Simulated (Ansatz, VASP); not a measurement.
# TiBe14Al5 in VASP and in Ansatz

```
CELL_PARAMETERS angstrom
3.54672 -1.64671 -3.53660
3.51873 -2.08115 3.73659
-2.19413 -7.36480 0.36949
ATOMIC_POSITIONS crystal
Be 0.09146 0.38736 0.64682
Be 0.86986 0.17155 0.50607
Be 0.59598 0.89740 0.61465
Be 0.30375 0.52101 0.10733
Be 0.83880 0.10415 0.77659
Be 0.33824 0.60265 0.76001
Be 0.97672 0.77158 0.65353
Be 0.77062 0.57644 0.51348
Be 0.50216 0.28307 0.63876
Be 0.28093 0.88683 0.14818
Be 0.03457 0.75862 0.94559
Be 0.74210 0.49081 0.80085
Be 0.56654 0.21831 0.02155
Be 0.22208 0.00979 0.69216
Al 0.33103 0.66947 0.43090
Al 0.08374 0.25429 0.97597
Al 0.82052 0.94401 0.27076
Al 0.56954 0.81946 0.93691
Al 0.28776 0.17957 0.34750
Ti 0.76135 0.46220 0.21719
```

Alike in both runs: functional PBE; k mesh 4 × 4 × 3; occupations gaussian, width 0.1 eV; no spin polarisation.

Ansatz relaxed the structure, and its values are those at the end. VASP's run is a single point on that final structure, the one shown.

|  | VASP | Ansatz |
| --- | --- | --- |
| version | VASP 6.6.1 | Ansatz 0.2.0 |
| potentials or method | VASP PAW PBE potentials, release 64 (Be, Al, Ti_sv), cutoff 520 eV | scalar-relativistic, plane waves, PAW |
| valence electrons in the cell | 55 | 55 |

|  | VASP | Ansatz | Ansatz less VASP |
| --- | --- | --- | --- |
| gap on the k mesh at the Fermi level (eV) | none | none | - |
| pressure (GPa) | 0.0 | 0.0 | 0.00 |
| rms of the force components (eV/Å) | 0.007 | 0.006 | -0.0013 |

A gap of «none» marks a metal or a gap that the smearing closes.
